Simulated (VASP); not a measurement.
# ZnF2 (P4_2/mnm) in VASP: electric field gradients with PBE

Aim: the electric field gradients of ZnF2 with PBE.

Everything below comes from runs of VASP 6.6.1. Logs are shortened: lines on timing, memory, paths and dates and some standing lists are left out, and cuts for length are marked.

**1. The cell of the first run**

It takes space group P4_2/mnm (No. 136, tetragonal). The conventional cell has a = 4.704 Å, b = 4.704 Å, c = 3.134 Å, α = 90.00°, β = 90.00°, γ = 90.00°. Within 2.7 Å of Zn (site symmetry mmm) lie 6 F at 2.02 to 2.04 Å. F (site symmetry m2m) has 3 Zn at 2.02 to 2.04 Å and 1 F at 2.61 Å within 2.7 Å.

**2. Electric field gradients, PBE**

File INCAR:

```
SYSTEM = ZnF2
PREC     = Accurate       ! precision mode
ENCUT    = 520            ! plane-wave cutoff, eV
EDIFF    = 1E-8           ! SCF threshold, eV
ISMEAR   = -1             ! smearing method
SIGMA    = 0.01           ! smearing width, eV
LREAL    = .False.        ! projectors in reciprocal space
LASPH    = .True.         ! aspherical terms in the spheres
NELM     = 120            ! most SCF steps
ALGO     = Normal         ! electronic algorithm
ISIF     = 2              ! what is computed and relaxed
LWAVE    = .False.        ! write WAVECAR
LCHARG   = .False.        ! write CHGCAR
GGA      = PE             ! functional
LEFG     = .True.       
NBANDS   = 35             ! bands
GGA_COMPAT= .False.
```

File KPOINTS:

```
Automatic mesh
0
Gamma
  4 4 6
  0 0 0
```

File POSCAR:

```
ZnF2
1.0
    4.7038000000      0.0000000000      0.0000000000
    0.0000000000      4.7038000000      0.0000000000
    0.0000000000      0.0000000000      3.1336000000
Zn F
2 4
Direct
    0.0000000000      0.0000000000      0.0000000000
    0.5000000000      0.5000000000      0.5000000000
    0.3035000000      0.3035000000      0.0000000000
    0.1965000000      0.8035000000      0.5000000000
    0.6965000000      0.6965000000      0.0000000000
    0.8035000000      0.1965000000      0.5000000000
```

Potentials or basis: VASP PAW PBE potentials, release 64 (Zn, F).

Command:

```
> cat potpaw_PBE.64/Zn/POTCAR potpaw_PBE.64/F/POTCAR > POTCAR
> mpirun -np 1 vasp_std > vasp.out
```

OUTCAR:

```text
SYSTEM = ZnF2
   PREC = Accurate
   ENCUT = 520
   EDIFF = 1E-8
   ISMEAR = -1
   LREAL = .False.
   LASPH = .True.
   NELM = 120
   ISIF = 2
   GGA = PE

 ion  position               nearest neighbor table
   1  0.000  0.000  0.000-   3 2.02   5 2.02   4 2.04   6 2.04   4 2.04   6 2.04
   2  0.500  0.500  0.500-   4 2.02   6 2.02   5 2.04   3 2.04   3 2.04   5 2.04
   3  0.303  0.303  0.000-   1 2.02   2 2.04   2 2.04
   4  0.197  0.803  0.500-   2 2.02   1 2.04   1 2.04
   5  0.697  0.697  0.000-   1 2.02   2 2.04   2 2.04
   6  0.803  0.197  0.500-   2 2.02   1 2.04   1 2.04

  LATTYP: Found a simple tetragonal cell.
 ALAT       =     4.7038000000
 C/A-ratio  =     0.6661847868

  Lattice vectors:

 A1 = (   4.7038000000,   0.0000000000,   0.0000000000)
 A2 = (   0.0000000000,   4.7038000000,   0.0000000000)
 A3 = (   0.0000000000,   0.0000000000,   3.1336000000)

Analysis of symmetry for initial positions (statically):
=====================================================================
 Subroutine PRICEL returns:
 Original cell was already a primitive cell.

 Routine SETGRP: Setting up the symmetry group for a
 simple tetragonal supercell.

 Subroutine GETGRP returns: Found 16 space group operations
 (whereof  8 operations were pure point group operations)
 out of a pool of 16 trial point group operations.

The static configuration has the point symmetry D_2h.
 The point group associated with its full space group is D_4h.

Analysis of symmetry for dynamics (positions and initial velocities):
=====================================================================
 Subroutine PRICEL returns:
 Original cell was already a primitive cell.

 Routine SETGRP: Setting up the symmetry group for a
 simple tetragonal supercell.

 Subroutine GETGRP returns: Found 16 space group operations
 (whereof  8 operations were pure point group operations)
 out of a pool of 16 trial point group operations.

The dynamic configuration has the point symmetry D_2h.
 The point group associated with its full space group is D_4h.

 Subroutine INISYM returns: Found 16 space group operations
 (whereof  8 operations are pure point group operations),
 and found     1 'primitive' translations

----------------------------------------------------------------------------------------

                                     Primitive cell

  volume of cell :      69.3332

  direct lattice vectors                    reciprocal lattice vectors
     4.703800000  0.000000000  0.000000000     0.212594073  0.000000000  0.000000000
     0.000000000  4.703800000  0.000000000     0.000000000  0.212594073  0.000000000
     0.000000000  0.000000000  3.133600000     0.000000000  0.000000000  0.319121777

  length of vectors
     4.703800000  4.703800000  3.133600000     0.212594073  0.212594073  0.319121777

  position of ions in fractional coordinates (direct lattice)
     0.000000000  0.000000000  0.000000000
     0.500000000  0.500000000  0.500000000
     0.303500000  0.303500000  0.000000000
     0.196500000  0.803500000  0.500000000
     0.696500000  0.696500000  0.000000000
     0.803500000  0.196500000  0.500000000

  ion indices of the primitive-cell ions
   primitive index   ion index
                 1           1
                 2           2
                 3           3
                 4           4
                 5           5
                 6           6

----------------------------------------------------------------------------------------

 KPOINTS: Automatic mesh

Automatic generation of k-mesh.
 Grid dimensions read from file:
 generate k-points for:    4    4    6

 Generating k-lattice:
[... 53 lines left out ...]
   ISTART =      0    job   : 0-new  1-cont  2-samecut
   ICHARG =      2    charge: 1-file 2-atom 10-const
   ISPIN  =      1    spin polarized calculation?
   LNONCOLLINEAR =      F non collinear calculations
   LSORBIT =      F    spin-orbit coupling
   LASPH  =      T    aspherical Exc in radial PAW
   ENCUT  =  520.0 eV  38.22 Ry    6.18 a.u.   8.75  8.75  5.83*2*pi/ulx,y,z
   NELM   =    120;   NELMIN=  2; NELMDL= -5     # of ELM steps
   EDIFF  = 0.1E-07   stopping-criterion for ELM
   LREAL  =      F    real-space projection
   EDIFFG = 0.1E-06   stopping-criterion for IOM
   NSW    =      0    number of steps for IOM
   IBRION =     -1    ionic relax: 0-MD 1-quasi-New 2-CG
   NFREE  =      0    steps in history (QN), initial steepest desc. (CG)
   ISIF   =      2    stress and relaxation
   ISYM   =      2    0-nonsym 1-usesym 2-fastsym
   POTIM  = 0.5000    time-step for ionic-motion
   TEBEG  =    0.0;   TEEND  =   0.0 temperature during run
   PSTRESS=    0.0 pullay stress
   NELECT =      52.0000    total number of electrons
   NUPDOWN=      -1.0000    fix difference up-down
   EMIN   =  10.00;   EMAX   =-10.00  energy-range for DOS
   EFERMI =   0.00;   METHOD = LEGACY
   ISMEAR =    -1;   SIGMA  =   0.01  broadening in eV -4-tet -1-fermi 0-gaus
   EFERMI_NEDOS =   21; number of points for ismear=-14 and -15
   IALGO  =     38    algorithm
   IMIX   =      4    mixing-type and parameters
     AMIX     =   0.40;   BMIX     =  1.00
     AMIX_MAG =   1.60;   BMIX_MAG =  1.00
  volume/ion in A,a.u.               =      11.56        77.98
  Fermi-wavevector in a.u.,A,eV,Ry     =   1.487404  2.810785 30.101119  2.212370
  Thomas-Fermi vector in A             =   2.600569
   LORBIT       =      0    0 simple, 1 ext, 2 COOP (PROOUT), +10 PAW based schemes
   GGA     = PE    functional components
   LHFCALC =     F    Hartree Fock is set to
   AEXX    =    0.0000 exact exchange contribution
   IVDW    =     0    specifies the selected vdW correction
   LEPSILON=     F    determine dielectric tensor
   LRPA    =     F    only Hartree local field effects (RPA)
 non-spin polarized calculation
  energy-cutoff  :      520.00
  volume of cell :       69.33
 maximum number of plane-waves:      1899
 NGX is ok and might be reduce to    36
   NGX = 17   NGY = 17   NGZ = 11

 number of electron      51.9999950 magnetization

 Free energy of the ion-electron system (eV)
  ---------------------------------------------------
  ext. energy  EPLUGINS =         0.00000000
  ---------------------------------------------------
  free energy    TOTEN  =       -23.15582141 eV

  energy without entropy =      -23.15582141  energy(sigma->0) =      -23.15582141

 E-fermi :  -0.8876     XC(G=0): -10.2782

 val. band max:       -1.1155400254   @ k =   0.0000   0.0000   0.0000
 cond. band min:       2.3904997430   @ k =   0.0000   0.0000   0.0000
 fundamental gap:      3.5060397684
 Fermi energy:        -0.8876237607

 k-point     1 :       0.0000    0.0000    0.0000
  band No.  band energies     occupation
      1     -23.0155      2.00000
      2     -22.2373      2.00000
      3     -22.2373      2.00000
      4     -22.2052      2.00000
      5      -7.3666      2.00000
      6      -6.4788      2.00000
[... 901 lines left out ...]
     34      11.5653      0.00000
     35      16.0481      0.00000

------------------------ aborting loop because EDIFF is reached ----------------------------------------

  FORCE on cell =-STRESS in cart. coord.  units (eV):
  Direction    XX          YY          ZZ          XY          YZ          ZX
  --------------------------------------------------------------------------------------
  -------------------------------------------------------------------------------------
  Total        2.7593115      2.7593115      3.1867505      0.0000000      0.0000000      0.0000000
  in kB       63.7631936     63.7631936     73.6406131      0.0000000      0.0000000      0.0000000
  external PRESSURE =      67.0556668 kB  Pullay stress =       0.0000000 kB

 VOLUME and BASIS-vectors are now :
 -----------------------------------------------------------------------------
  energy-cutoff  :      520.00
  volume of cell :       69.33
      direct lattice vectors                 reciprocal lattice vectors
     4.703800000  0.000000000  0.000000000     0.212594073  0.000000000  0.000000000
     0.000000000  4.703800000  0.000000000     0.000000000  0.212594073  0.000000000
     0.000000000  0.000000000  3.133600000     0.000000000  0.000000000  0.319121777

 POSITION                                       TOTAL-FORCE (eV/Angst)
 -----------------------------------------------------------------------------------
      0.00000      0.00000      0.00000         0.000000      0.000000      0.000000
      2.35190      2.35190      1.56680         0.000000      0.000000      0.000000
      1.42760      1.42760      0.00000        -0.038693     -0.038693     -0.000000
      0.92430      3.77950      1.56680         0.038693     -0.038693     -0.000000
      3.27620      3.27620      0.00000         0.038693      0.038693      0.000000
      3.77950      0.92430      1.56680        -0.038693      0.038693      0.000000
 -----------------------------------------------------------------------------------
    total drift:                                0.000000      0.000000      0.000000

  FREE ENERGIE OF THE ION-ELECTRON SYSTEM (eV)
  ---------------------------------------------------
  free  energy   TOTEN  =       -23.1558214110 eV

  energy  without entropy=      -23.1558214110  energy(sigma->0) =      -23.15582141

 Electric field gradients (V/A^2)
---------------------------------------------------------------------
 ion       V_xx      V_yy      V_zz      V_xy      V_xz      V_yz
---------------------------------------------------------------------
   1       6.927     6.927   -13.854   -15.337    -0.000     0.000
   2       6.927     6.927   -13.854    15.337     0.000    -0.000
   3     -13.533   -13.533    27.065    76.710    -0.000    -0.000
   4     -13.533   -13.533    27.065   -76.710    -0.000     0.000
   5     -13.533   -13.533    27.065    76.710    -0.000     0.000
   6     -13.533   -13.533    27.065   -76.710    -0.000    -0.000
---------------------------------------------------------------------

 Electric field gradients after diagonalization (V/A^2)
 (convention: |V_zz| > |V_xx| > |V_yy|)
----------------------------------------------------------------------
 ion       V_xx      V_yy      V_zz     asymmetry (V_yy - V_xx)/ V_zz
----------------------------------------------------------------------
   1     -13.854    -8.410    22.264       0.245
   2     -13.854    -8.410    22.264       0.245
   3      63.178    27.065   -90.243       0.400
   4      63.178    27.065   -90.243       0.400
   5      63.178    27.065   -90.243       0.400
   6      63.178    27.065   -90.243       0.400
----------------------------------------------------------------------

           NMR quadrupolar parameters

 Cq : quadrupolar parameter    Cq=e*Q*V_zz/h
 eta: asymmetry parameters     (V_yy - V_xx)/ V_zz
 Q  : nuclear electric quadrupole moment in mb (millibarn)
----------------------------------------------------------------------
 ion       Cq(MHz)       eta       Q (mb)
----------------------------------------------------------------------
   1       0.054       0.245       1.000
   2       0.054       0.245       1.000
   3      -0.218       0.400       1.000
   4      -0.218       0.400       1.000
   5      -0.218       0.400       1.000
   6      -0.218       0.400       1.000
----------------------------------------------------------------------
```

Run time: 36 s. Hardware: 1 thread of Intel Xeon Platinum 8488C (Sapphire Rapids), shared host; peak memory 0.19 GiB.

Results:

| Item | Value |
| --- | --- |
| Free energy | -23.1558 eV |
| Pressure | 6.7 GPa |
| Largest force | 0.055 eV/Å |
| Band gap on the k mesh | 3.51 eV, direct |

Forces on the atoms (eV/Å):
```
Zn   0.000  0.000  0.000
Zn   0.000  0.000  0.000
F   -0.039 -0.039  0.000
F    0.039 -0.039  0.000
F    0.039  0.039  0.000
F   -0.039  0.039  0.000
```

Electric field gradients, principal values (V/Å²):
```csv
atom,least,middle,greatest (by size)
1 Zn,-8.410,-13.854,22.264
2 Zn,-8.410,-13.854,22.264
3 F,27.065,63.178,-90.243
4 F,27.065,63.178,-90.243
5 F,27.065,63.178,-90.243
6 F,27.065,63.178,-90.243
```

Caveat: without QUAD_EFG the Cq values of the log hold for a quadrupole moment of 1 mb, not for the nuclei.
